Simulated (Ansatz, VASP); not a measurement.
One calculation of ZrTi3C2, two programs

File INCAR:

```
SYSTEM = ZrTi3C2
PREC = Accurate
ENCUT = 520
EDIFF = 1E-7
ISMEAR = 0
SIGMA = 0.1
LREAL = .FALSE.
LASPH = .TRUE.
NELM = 100
ALGO = Normal
ISIF = 2
LWAVE = .FALSE.
LCHARG = .FALSE.
GGA = PE
NBANDS = 37
```

File KPOINTS:

```
Automatic mesh
0
G
  4 4 4
  0 0 0
```

The input POSCAR:

```
ZrTi3C2
1.0
    4.2442807400      0.0000000000      0.0000000000
    0.0000000000      4.2442807400      0.0000000000
    0.0000000000      0.0000000000      5.8249648800
Zr Ti C
1 3 2
Direct
    0.0000000000      0.0000000000      0.5557293400
    0.0000000000      0.5000000000      0.9535744400
    0.5000000000      0.0000000000      0.9535744400
    0.5000000000      0.5000000000      0.1653870800
    0.0000000000      0.0000000000      0.9419887600
    0.5000000000      0.5000000000      0.4501083400
```

Input for Ansatz:

```yaml
crystal:
  lattice:
    - [4.24428074, 0.0, 0.0]
    - [0.0, 4.24428074, 0.0]
    - [0.0, 0.0, 5.82496488]
  atoms:
    - { symbol: Zr, position: [0.0, 0.0, 0.55572934] }
    - { symbol: Ti, position: [0.0, 0.5, 0.95357444] }
    - { symbol: Ti, position: [0.5, 0.0, 0.95357444] }
    - { symbol: Ti, position: [0.5, 0.5, 0.16538708] }
    - { symbol: C, position: [0.0, 0.0, 0.94198876] }
    - { symbol: C, position: [0.5, 0.5, 0.45010834] }
basis:
  ecutwfc: 420
kpoints:
  mp_grid: { grid: [4, 4, 4] }
hamiltonian:
  xc: pbe
scf:
  occupations: { method: gaussian, width: 0.1 }
  lower_state_search: "off"
output:
  forces: true
  stress: true
  eigenvalues: true
```

Alike in both runs: task single point; functional PBE; k mesh 4 × 4 × 4; occupations gaussian, width 0.1 eV; no spin polarisation.

|  | VASP | Ansatz |
| --- | --- | --- |
| version | VASP 6.6.1 | Ansatz 0.2.0 |
| potentials or method | VASP PAW PBE potentials, release 64 (Zr_sv, Ti_sv, C), cutoff 520 eV | scalar-relativistic, plane waves, PAW |
| valence electrons in the cell | 56 | 56 |

Ansatz gave:

```
gap on the k mesh at the Fermi level (eV)                     : none
pressure (GPa)                                                : 1.2
traceless stress, the component that is largest in VASP (GPa) : 11.33
rms of the force components (eV/Å)                            : 2.031
```

What did VASP give for the same quantities?

gap on the k mesh at the Fermi level (eV): none; pressure (GPa): 1.3; traceless stress, the component that is largest in VASP (GPa): 11.46; rms of the force components (eV/Å): 2.056.

Atom by atom the forces differ by 0.033 eV/Å (rms over components). A gap of «none» marks a metal or a gap that the smearing closes.

The k mesh is coarse, so the values compare programs but aren't converged.
